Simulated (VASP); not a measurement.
# GaP (I-4m2) in VASP: a series of runs, part 2 of 2

VASP 6.6.1. Earlier steps stand in the parts before.

### Step 3. Single point, LDA (strain -0.0150 x Voigt [0, 1, 0, 0, 0, 0])

The input, INCAR:

```
SYSTEM = GaP
  PREC = Accurate
  ENCUT = 520
  EDIFF = 1E-7
  ISMEAR = 0
  SIGMA = 0.05
  LREAL = .False.
  LASPH = .True.
  NELM = 100
  ALGO = Normal
  ISIF = 2
  LWAVE = .False.
  LCHARG = .True.
  LELF = .True.
  LVHAR = .True.
  NBANDS = 16
```

The input, KPOINTS:

```
Automatic mesh
0
Gamma
  8 8 8
  0 0 0
```

The input, POSCAR:

```
GaP
1.0
    0.0000000000      2.6843712500      2.7252500000
    2.7252500000      0.0000000000      2.7252500000
    2.7252500000      2.6843712500      0.0000000000
Ga P
1 1
Direct
    0.0000000000      0.0000000000      0.0000000000
    0.7500000000      0.7500000000      0.7500000000
```

Potentials or basis: VASP PAW LDA potentials, release 64 (Ga_d, P).

Started as:

```
$ cat potpaw_LDA.64/Ga_d/POTCAR potpaw_LDA.64/P/POTCAR > POTCAR
$ mpirun -np 1 vasp_std > vasp.out
```

OUTCAR:

```text
SYSTEM = GaP
   PREC = Accurate
   ENCUT = 520
   EDIFF = 1E-7
   ISMEAR = 0
   LREAL = .False.
   LASPH = .True.
   NELM = 100
   ISIF = 2

 ion  position               nearest neighbor table
   1  0.000  0.000  0.000-   2 2.35   2 2.35   2 2.35   2 2.35
   2  0.750  0.750  0.750-   1 2.35   1 2.35   1 2.35   1 2.35

  LATTYP: Found a body centered tetragonal cell.
 ALAT       =     3.8540855109
 C/A-ratio  =     1.3930003589

  Lattice vectors:

 A1 = (   0.0000000000,  -2.6843712500,   2.7252500000)
 A2 = (   0.0000000000,  -2.6843712500,  -2.7252500000)
 A3 = (   2.7252500000,   2.6843712500,   0.0000000000)

Analysis of symmetry for initial positions (statically):
=====================================================================
 Subroutine PRICEL returns:
 Original cell was already a primitive cell.

 Routine SETGRP: Setting up the symmetry group for a
 body centered tetragonal supercell.

 Subroutine GETGRP returns: Found  8 space group operations
 (whereof  8 operations were pure point group operations)
 out of a pool of 16 trial point group operations.

The static configuration has the point symmetry D_2d.

Analysis of symmetry for dynamics (positions and initial velocities):
=====================================================================
 Subroutine PRICEL returns:
 Original cell was already a primitive cell.

 Routine SETGRP: Setting up the symmetry group for a
 body centered tetragonal supercell.

 Subroutine GETGRP returns: Found  8 space group operations
 (whereof  8 operations were pure point group operations)
 out of a pool of 16 trial point group operations.

The dynamic configuration has the point symmetry D_2d.

 Subroutine INISYM returns: Found  8 space group operations
 (whereof  8 operations are pure point group operations),
 and found     1 'primitive' translations

----------------------------------------------------------------------------------------

                                     Primitive cell

  volume of cell :      39.8736

  direct lattice vectors                    reciprocal lattice vectors
     0.000000000  2.684371250  2.725250000    -0.183469406  0.186263357  0.183469406
     2.725250000  0.000000000  2.725250000     0.183469406 -0.186263357  0.183469406
     2.725250000  2.684371250  0.000000000     0.183469406  0.186263357 -0.183469406

  length of vectors
     3.825289083  3.854085511  3.825289083     0.319399568  0.319399568  0.319399568

  position of ions in fractional coordinates (direct lattice)
     0.000000000  0.000000000  0.000000000
     0.750000000  0.750000000  0.750000000

  ion indices of the primitive-cell ions
   primitive index   ion index
                 1           1
                 2           2

----------------------------------------------------------------------------------------

 KPOINTS: Automatic mesh

Automatic generation of k-mesh.
 Grid dimensions read from file:
 generate k-points for:    8    8    8

 Generating k-lattice:

  Cartesian coordinates                     Fractional coordinates (reciprocal lattice)
    -0.022933676  0.023282920  0.022933676     0.125000000  0.000000000  0.000000000
     0.022933676 -0.023282920  0.022933676     0.000000000  0.125000000  0.000000000
     0.022933676  0.023282920 -0.022933676     0.000000000  0.000000000  0.125000000

  Length of vectors
     0.039924946  0.039924946  0.039924946

  Shift w.r.t. Gamma in fractional coordinates (k-lattice)
     0.000000000  0.000000000  0.000000000

 Subroutine IBZKPT returns following result:
 ===========================================

 Found     59 irreducible k-points:

 Following reciprocal coordinates:
            Coordinates               Weight
  0.000000  0.000000  0.000000      1.000000
  0.125000  0.000000  0.000000      8.000000
  0.250000  0.000000  0.000000      8.000000
  0.375000  0.000000  0.000000      8.000000
  0.500000  0.000000  0.000000      4.000000
  0.125000  0.125000  0.000000      4.000000
[... 16 lines left out ...]
  0.250000  0.000000  0.125000      8.000000
  0.375000  0.000000  0.125000      8.000000
 [... further k-points ...]
   k-points           NKPTS =     59   k-points in BZ     NKDIM =     59   number of bands    NBANDS=     16
   number of dos      NEDOS =    301   number of ions     NIONS =      2
   total plane-waves  NPLWV =  23520
   dimension x,y,z NGX =    28 NGY =   30 NGZ =   28
   dimension x,y,z NGXF=    56 NGYF=   60 NGZF=   56
   ions per type =               1   1
   NGX,Y,Z   is equivalent  to a cutoff of  12.17, 12.94, 12.17 a.u.
   NGXF,Y,Z  is equivalent  to a cutoff of  24.34, 25.88, 24.34 a.u.
 SYSTEM =  GaP
   PREC   = accura    normal or accurate (medium, high low for compatibility)
   ISTART =      0    job   : 0-new  1-cont  2-samecut
   ICHARG =      2    charge: 1-file 2-atom 10-const
   ISPIN  =      1    spin polarized calculation?
   LNONCOLLINEAR =      F non collinear calculations
   LSORBIT =      F    spin-orbit coupling
   LASPH  =      T    aspherical Exc in radial PAW
   ENCUT  =  520.0 eV  38.22 Ry    6.18 a.u.   7.11  7.17  7.11*2*pi/ulx,y,z
   NELM   =    100;   NELMIN=  2; NELMDL= -5     # of ELM steps
   EDIFF  = 0.1E-06   stopping-criterion for ELM
   LREAL  =      F    real-space projection
   EDIFFG = 0.1E-05   stopping-criterion for IOM
   NSW    =      0    number of steps for IOM
   IBRION =     -1    ionic relax: 0-MD 1-quasi-New 2-CG
   NFREE  =      0    steps in history (QN), initial steepest desc. (CG)
   ISIF   =      2    stress and relaxation
   ISYM   =      2    0-nonsym 1-usesym 2-fastsym
   POTIM  = 0.5000    time-step for ionic-motion
   TEBEG  =    0.0;   TEEND  =   0.0 temperature during run
   PSTRESS=    0.0 pullay stress
   NELECT =      18.0000    total number of electrons
   NUPDOWN=      -1.0000    fix difference up-down
   EMIN   =  10.00;   EMAX   =-10.00  energy-range for DOS
   EFERMI =   0.00;   METHOD = LEGACY
   ISMEAR =     0;   SIGMA  =   0.05  broadening in eV -4-tet -1-fermi 0-gaus
   EFERMI_NEDOS =   21; number of points for ismear=-14 and -15
   IALGO  =     38    algorithm
   IMIX   =      4    mixing-type and parameters
     AMIX     =   0.40;   BMIX     =  1.00
     AMIX_MAG =   1.60;   BMIX_MAG =  1.00
  volume/ion in A,a.u.               =      19.94       134.54
  Fermi-wavevector in a.u.,A,eV,Ry     =   1.255848  2.373209 21.458502  1.577155
  Thomas-Fermi vector in A             =   2.389585
   LORBIT       =      0    0 simple, 1 ext, 2 COOP (PROOUT), +10 PAW based schemes
   GGA     = CA    functional components
   LHFCALC =     F    Hartree Fock is set to
   AEXX    =    0.0000 exact exchange contribution
   IVDW    =     0    specifies the selected vdW correction
   LEPSILON=     F    determine dielectric tensor
   LRPA    =     F    only Hartree local field effects (RPA)
 non-spin polarized calculation
 Gauss-broadening in eV      SIGMA  =   0.05
  energy-cutoff  :      520.00
  volume of cell :       39.87
 maximum number of plane-waves:      1088
   NGX = 15   NGY = 15   NGZ = 15

 number of electron      17.9999998 magnetization

 Free energy of the ion-electron system (eV)
  ---------------------------------------------------
  ext. energy  EPLUGINS =         0.00000000
  ---------------------------------------------------
  free energy    TOTEN  =       -10.44648014 eV

  energy without entropy =      -10.44648014  energy(sigma->0) =      -10.44648014

 E-fermi :   4.9242     XC(G=0): -10.2317

 val. band max:        4.7183626261   @ k =   0.0000   0.0000   0.0000
 cond. band min:       6.0401594422   @ k =   0.3750   0.0000   0.3750
 fundamental gap:      1.3217968161
 Fermi energy:         4.9242214888

 k-point     1 :       0.0000    0.0000    0.0000
  band No.  band energies     occupation
      1     -10.0717      2.00000
      2     -10.0717      2.00000
      3     -10.0674      2.00000
      4      -9.9685      2.00000
      5      -9.9668      2.00000
      6      -7.9614      2.00000
[... 8 lines left out ...]
     15      14.3427      0.00000
     16      14.6158      0.00000
[... 419 lines left out ...]
 k-point    24 :       0.3750    0.0000    0.1250
  band No.  band energies     occupation
      1     -10.1386      2.00000
      2     -10.0448      2.00000
      3     -10.0421      2.00000
      4      -9.9755      2.00000
      5      -9.9565      2.00000
      6      -6.4498      2.00000
[... 8 lines left out ...]
     15      15.3968      0.00000
     16      15.5830      0.00000

 [... further k-points ...]

------------------------ aborting loop because EDIFF is reached ----------------------------------------

  FORCE on cell =-STRESS in cart. coord.  units (eV):
  Direction    XX          YY          ZZ          XY          YZ          ZX
  --------------------------------------------------------------------------------------
  -------------------------------------------------------------------------------------
  Total       -0.4497920     -0.1633955     -0.4497920      0.0000000      0.0000000      0.0000000
  in kB      -18.0732834     -6.5654652    -18.0732834      0.0000000      0.0000000      0.0000000
  external PRESSURE =     -14.2373440 kB  Pullay stress =       0.0000000 kB

 VOLUME and BASIS-vectors are now :
 -----------------------------------------------------------------------------
  energy-cutoff  :      520.00
  volume of cell :       39.87
      direct lattice vectors                 reciprocal lattice vectors
     0.000000000  2.684371250  2.725250000    -0.183469406  0.186263357  0.183469406
     2.725250000  0.000000000  2.725250000     0.183469406 -0.186263357  0.183469406
     2.725250000  2.684371250  0.000000000     0.183469406  0.186263357 -0.183469406

 POSITION                                       TOTAL-FORCE (eV/Angst)
 -----------------------------------------------------------------------------------
      0.00000      0.00000      0.00000        -0.000000     -0.000000     -0.000000
      4.08788      4.02656      4.08788         0.000000      0.000000      0.000000
 -----------------------------------------------------------------------------------
    total drift:                                0.000001     -0.000006      0.000001

  FREE ENERGIE OF THE ION-ELECTRON SYSTEM (eV)
  ---------------------------------------------------
  free  energy   TOTEN  =       -10.4464801404 eV

  energy  without entropy=      -10.4464801404  energy(sigma->0) =      -10.44648014
```

OSZICAR:

```text
N       E                     dE             d eps       ncg     rms          rms(c)
DAV:   1     0.803792983331E+02    0.80379E+02   -0.89109E+03  1944   0.162E+03
DAV:   2    -0.450959998211E+01   -0.84889E+02   -0.81030E+02  2152   0.308E+02
DAV:   3    -0.106701357648E+02   -0.61605E+01   -0.61406E+01  2336   0.659E+01
DAV:   4    -0.107708595144E+02   -0.10072E+00   -0.10069E+00  2464   0.900E+00
DAV:   5    -0.107727503412E+02   -0.18908E-02   -0.18907E-02  2376   0.109E+00    0.439E+00
DAV:   6    -0.104999715459E+02    0.27278E+00   -0.36315E-01  2976   0.104E+01    0.283E+00
DAV:   7    -0.104512580661E+02    0.48713E-01   -0.85359E-02  2576   0.204E+00    0.106E+00
DAV:   8    -0.104465118038E+02    0.47463E-02   -0.11495E-02  2248   0.118E+00    0.199E-01
DAV:   9    -0.104464740502E+02    0.37754E-04   -0.99946E-04  2800   0.405E-01    0.625E-02
DAV:  10    -0.104464741015E+02   -0.51350E-07   -0.53680E-05  2848   0.859E-02    0.268E-02
DAV:  11    -0.104464804227E+02   -0.63212E-05   -0.94218E-06  2432   0.445E-02    0.824E-03
DAV:  12    -0.104464801787E+02    0.24405E-06   -0.54064E-07  2376   0.756E-03    0.564E-03
DAV:  13    -0.104464801404E+02    0.38312E-07   -0.23719E-07  2288   0.458E-03
   1 F= -.10446480E+02 E0= -.10446480E+02  d E =-.239516E-11
```

Wall time 15 s (1 thread of Intel Xeon 6975P-C (Granite Rapids), shared host); peak memory 0.16 GiB.

What came out:

| Property | Result |
| --- | --- |
| Free energy | -10.4465 eV |
| Pressure | -1.4 GPa |
| Band gap on the k mesh | 1.32 eV, indirect (least direct gap 1.70 eV) |

Stress tensor (GPa, compression positive):
```
-1.81  0.00  0.00
 0.00 -0.66  0.00
 0.00  0.00 -1.81
```

Caveat: the cell differs from its parent crystal (strain -0.0150 x Voigt [0, 1, 0, 0, 0, 0]). A k mesh can miss the band edges.
